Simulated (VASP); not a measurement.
Input of a VASP 6.6.1 run:

INCAR

```
SYSTEM = Ti2In
PREC     = Accurate       ! precision mode
ENCUT    = 520            ! plane-wave cutoff, eV
EDIFF    = 1E-6           ! SCF threshold, eV
ISMEAR   = 0              ! smearing method
SIGMA    = 0.1            ! smearing width, eV
LREAL    = .FALSE.        ! projectors in reciprocal space
LASPH    = .TRUE.         ! aspherical terms in the spheres
NELM     = 60             ! most SCF steps
ALGO     = Normal         ! electronic algorithm
ISIF     = 2              ! what is computed and relaxed
LWAVE    = .FALSE.        ! write WAVECAR
LCHARG   = .TRUE.         ! write CHGCAR
GGA      = PE             ! functional
LELF     = .TRUE.         ! ELF
LVHAR    = .TRUE.       
NBANDS   = 26             ! bands
```

File KPOINTS:

```
Automatic mesh
0
G
  6 6 6
  0 0 0
```

File POSCAR:

```
Ti2In
1.0
    4.2248369700      0.0000000000      0.0000000000
   -2.1124184800      3.6588161400      0.0000000000
    0.0000000000      0.0000000000      3.1312134700
Ti In
2 1
Direct
    0.3333333300      0.6666666700      0.5000000000
    0.6666666700      0.3333333300      0.5000000000
    0.0000000000      0.0000000000      0.0000000000
```

Potentials or basis: VASP PAW PBE potentials, release 64 (Ti_sv, In_d).

Run with:

```console
$ cat potpaw_PBE.64/Ti_sv/POTCAR potpaw_PBE.64/In_d/POTCAR > POTCAR
$ mpirun -np 1 vasp_std > vasp.out
```

What does it give for the pressure?

19.2 GPa.

Stress tensor (GPa, compression positive):
```
28.38  0.00  0.00
 0.00 28.38  0.00
 0.00  0.00  0.93
```
